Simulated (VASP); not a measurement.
# Y (Im-3m) in VASP: further runs, part 2 of 2

VASP 6.6.1. The steps go on from the part before.

## 4. Single point, LDA (14.95 Å³/atom)

This run uses another cell than the first one, of 14.95 Å³/atom.

The input, INCAR:

```
PREC = Accurate
ENCUT = 520
EDIFF = 1E-7
ISMEAR = -1
SIGMA = 0.05
LREAL = F
LASPH = T
NELM = 80
ALGO = Normal
ISIF = 2
LWAVE = F
LCHARG = F
NBANDS = 12
```

The input, KPOINTS:

```
regular mesh
0
Gamma
  14 14 14
```

The input, POSCAR:

```
Y
1.0
   -1.5520146062      1.5520146062      1.5520146062
    1.5520146062     -1.5520146062      1.5520146062
    1.5520146062      1.5520146062     -1.5520146062
Y
1
Direct
    0.0000000000      0.0000000000      0.0000000000
```

Started as:

```sh
$ cat potpaw_LDA.64/Y_sv/POTCAR > POTCAR
$ mpirun -np 1 vasp_std > vasp.out
```

Wall time 29 s (1 thread of Intel Xeon 8259CL, shared host); peak memory 0.15 GiB.

The run converged. Its results:

- Free energy: -4.3845 eV
- Pressure: 84.3 GPa
- Band gap on the k mesh: zero (an odd number of electrons rules out a gap without spin polarisation)

Levels at points of the mesh, in eV from the Fermi level:
| k point | band 1 | band 2 | band 3 | band 4 | band 5 | band 6 | band 7 | band 8 | band 9 | band 10 |
| --- | --- | --- | --- | --- | --- | --- | --- | --- | --- | --- |
| (0.00, 0.00, 0.00) | -42.22 | -19.41 | -19.41 | -19.41 | -3.78 | 2.48 | 2.48 | 2.48 | 6.55 | 6.55 |
| (0.50, 0.00, 0.00) | -40.92 | -24.28 | -20.83 | -19.56 | -3.52 | -0.97 | 6.99 | 7.33 | 8.49 | 11.68 |
| (0.50, 0.50, 0.50) | -40.10 | -22.53 | -22.53 | -22.53 | -4.59 | -4.59 | 11.50 | 11.50 | 11.50 | 13.47 |

Caveat: the cell stands under pressure.

## 5. Single point, LDA (14.95 Å³/atom)

This run uses another cell than the first one, of 14.95 Å³/atom.

The input, INCAR:

```
SYSTEM = Y
PREC = Accurate ; ENCUT = 520
EDIFF = 1E-7 ; ISMEAR = -1
SIGMA = 0.05 ; LREAL = .False.
LASPH = .True. ; NELM = 80
ALGO = Normal ; ISIF = 2
LWAVE = .False. ; LCHARG = .True.
LELF = .True. ; LVHAR = .True.
NBANDS = 12
```

The input, KPOINTS:

```
regular mesh
0
Gamma
  14 14 14
  0 0 0
```

POSCAR is that of step 4.

Started as:

```sh
$ cat potpaw_LDA.64/Y_sv/POTCAR > POTCAR
$ mpirun -np 1 vasp_std > vasp.out
```

Wall time 30 s (1 thread of Intel Xeon 8259CL, shared host); peak memory 0.15 GiB.

It converged, with:

- Free energy: -4.3845 eV
- Pressure: 84.3 GPa
- Band gap on the k mesh: zero (an odd number of electrons rules out a gap without spin polarisation)

Levels at points of the mesh, in eV from the Fermi level:
```csv
k point,band 3,band 4,band 5,band 6,band 7,band 8
"(0.00, 0.00, 0.00)",-19.41,-19.41,-3.78,2.48,2.48,2.48
"(0.50, 0.00, 0.00)",-20.83,-19.56,-3.52,-0.97,6.99,7.33
"(0.50, 0.50, 0.50)",-22.53,-22.53,-4.59,-4.59,11.50,11.50
```

Caveat: the cell stands under pressure.

## 6. Single point, LDA (17.94 Å³/atom)

This run uses another cell than the first one, of 17.94 Å³/atom.

The input, INCAR:

```
SYSTEM = Y
  PREC = Accurate
  ENCUT = 520
  EDIFF = 1E-7
  ISMEAR = -1
  SIGMA = 0.05
  LREAL = .False.
  LASPH = .True.
  NELM = 80
  ALGO = Normal
  ISIF = 2
  LWAVE = .False.
  LCHARG = .False.
  GGA = CA
  NBANDS = 12
```

KPOINTS is that of step 5.

The input, POSCAR:

```
Y
1.0
   -1.6492616208      1.6492616208      1.6492616208
    1.6492616208     -1.6492616208      1.6492616208
    1.6492616208      1.6492616208     -1.6492616208
Y
1
Direct
    0.0000000000      0.0000000000      0.0000000000
```

Potentials or basis: VASP PAW LDA potentials, release 64 (Y_sv).

Started as:

```sh
$ cat potpaw_LDA.64/Y_sv/POTCAR > POTCAR
$ mpirun -np 1 vasp_std > vasp.out
```

OUTCAR:

```text
SYSTEM = Y
   PREC = Accurate
   ENCUT = 520
   EDIFF = 1E-7
   ISMEAR = -1
   LREAL = .False.
   LASPH = .True.
   NELM = 80
   ISIF = 2
   GGA = CA

 ion  position               nearest neighbor table
   1  0.000  0.000  0.000-

  LATTYP: Found a body centered cubic cell.
 ALAT       =     3.2985232416

  Lattice vectors:

 A1 = (  -1.6492616208,   1.6492616208,   1.6492616208)
 A2 = (   1.6492616208,  -1.6492616208,   1.6492616208)
 A3 = (   1.6492616208,   1.6492616208,  -1.6492616208)

Analysis of symmetry for initial positions (statically):
=====================================================================
 Subroutine PRICEL returns:
 Original cell was already a primitive cell.

 Routine SETGRP: Setting up the symmetry group for a
 body centered cubic supercell.

 Subroutine GETGRP returns: Found 48 space group operations
 (whereof 48 operations were pure point group operations)
 out of a pool of 48 trial point group operations.

The static configuration has the point symmetry O_h .

[... 165 lines left out ...]
 k-point     1 :       0.0000    0.0000    0.0000
  band No.  band energies     occupation
      1     -35.4300      2.00000
      2     -13.8050      2.00000
      3     -13.8050      2.00000
      4     -13.8050      2.00000
      5       1.7701      2.00000
      6       8.7157      0.00000
      7       8.7157      0.00000
      8       8.7157      0.00000
      9      12.2086      0.00000
     10      12.2086      0.00000
     11      19.1111      0.00000
     12      19.1111      0.00000
[... 331 lines left out ...]
 k-point    24 :       0.3571    0.2857    0.0000
  band No.  band energies     occupation
      1     -34.6221      2.00000
      2     -16.3053      2.00000
      3     -15.8243      2.00000
      4     -14.2219      2.00000
      5       5.1722      2.00000
      6       6.8584      0.00027
      7       7.7897      0.00000
      8      12.7469      0.00000
      9      13.5852      0.00000
     10      18.9311      0.00000
     11      20.5565      0.00000
     12      21.8105      0.00000

 [... further k-points ...]

------------------------ aborting loop because EDIFF is reached ----------------------------------------

  FORCE on cell =-STRESS in cart. coord.  units (eV):
  Direction    XX          YY          ZZ          XY          YZ          ZX
  --------------------------------------------------------------------------------------
  -------------------------------------------------------------------------------------
  Total        5.3069211      5.3069211      5.3069211      0.0000000      0.0000000      0.0000000
  in kB      473.8321942    473.8321942    473.8321942      0.0000000      0.0000000      0.0000000
  external PRESSURE =     473.8321942 kB  Pullay stress =       0.0000000 kB

 VOLUME and BASIS-vectors are now :
 -----------------------------------------------------------------------------
  energy-cutoff  :      520.00
  volume of cell :       17.94
      direct lattice vectors                 reciprocal lattice vectors
    -1.649261621  1.649261621  1.649261621     0.000000000  0.303165971  0.303165971
     1.649261621 -1.649261621  1.649261621     0.303165971  0.000000000  0.303165971
     1.649261621  1.649261621 -1.649261621     0.303165971  0.303165971  0.000000000

 POSITION                                       TOTAL-FORCE (eV/Angst)
 -----------------------------------------------------------------------------------
      0.00000      0.00000      0.00000         0.000000     -0.000000      0.000000
 -----------------------------------------------------------------------------------
    total drift:                                0.000000      0.000000     -0.000000

  FREE ENERGIE OF THE ION-ELECTRON SYSTEM (eV)
  ---------------------------------------------------
  free  energy   TOTEN  =        -5.5874945222 eV

  energy  without entropy=       -5.5729150528  energy(sigma->0) =       -5.58020479
```

OSZICAR:

```text
N       E                     dE             d eps       ncg     rms          rms(c)
DAV:   1     0.292790176822E+02    0.29279E+02   -0.59984E+03  2544   0.898E+02
DAV:   2    -0.455513885816E+01   -0.33834E+02   -0.32557E+02  2956   0.180E+02
DAV:   3    -0.555244091833E+01   -0.99730E+00   -0.98470E+00  3164   0.220E+01
DAV:   4    -0.557067252984E+01   -0.18232E-01   -0.18219E-01  2848   0.274E+00
DAV:   5    -0.557092880393E+01   -0.25627E-03   -0.25627E-03  3040   0.231E-01    0.324E+01
DAV:   6    -0.553202707115E+01    0.38902E-01   -0.20892E-01  3212   0.281E+00    0.191E+01
DAV:   7    -0.558880015487E+01   -0.56773E-01   -0.26641E-01  3424   0.305E+00    0.196E+00
DAV:   8    -0.558768397534E+01    0.11162E-02   -0.29157E-02  2584   0.145E+00    0.397E-01
DAV:   9    -0.558749009041E+01    0.19388E-03   -0.65838E-04  3112   0.212E-01    0.137E-01
DAV:  10    -0.558749504773E+01   -0.49573E-05   -0.47905E-05  2812   0.649E-02    0.106E-02
DAV:  11    -0.558749450563E+01    0.54210E-06   -0.10550E-06  3144   0.674E-03    0.253E-03
DAV:  12    -0.558749452219E+01   -0.16558E-07   -0.75601E-08  2272   0.237E-03
   1 F= -.55874945E+01 E0= -.55802048E+01  d E =-.145795E-01
```

stdout:

```text
POSCAR found type information on POSCAR Y
 POSCAR found :  1 types and       1 ions
 scaLAPACK will be used
 LDA part: xc-table for (Slater(with rela. corr.)+CA(PZ))
 , standard interpolation
 POSCAR, INCAR and KPOINTS ok, starting setup
 FFT: planning ... GRIDC
 FFT: planning ... GRID_SOFT
 FFT: planning ... GRID
 WAVECAR not read
 entering main loop
```

Run time: 26 s. Hardware: 1 thread of Intel Xeon 8259CL, shared host; peak memory 0.16 GiB.

Results:

```yaml
Free_energy: -5.5875 eV
Pressure: 47.4 GPa
Band_gap_on_the_k_mesh: zero (an odd number of electrons rules out a gap without spin polarisation)
```

Caveat: the cell stands under pressure.

## 7. Summary

```tsv
cell	gap on the mesh (eV)	pressure (GPa)
a = 2.495 Å, angles 109.5°, 1 atom	none	167.4
a = 2.688 Å, angles 109.5°, 1 atom	none	84.3
a = 2.857 Å, angles 109.5°, 1 atom	none	47.4
```

Alike in all rows: task single point; level LDA; potentials or basis VASP PAW LDA potentials, release 64 (Y_sv); no spin polarisation; k mesh 14 × 14 × 14; cutoff (eV) 520; smearing fermi-dirac 0.05 eV.

Caveats: the cell stands under pressure.

Total energies depend on the potentials used, so only differences within one code and one set of settings carry meaning.
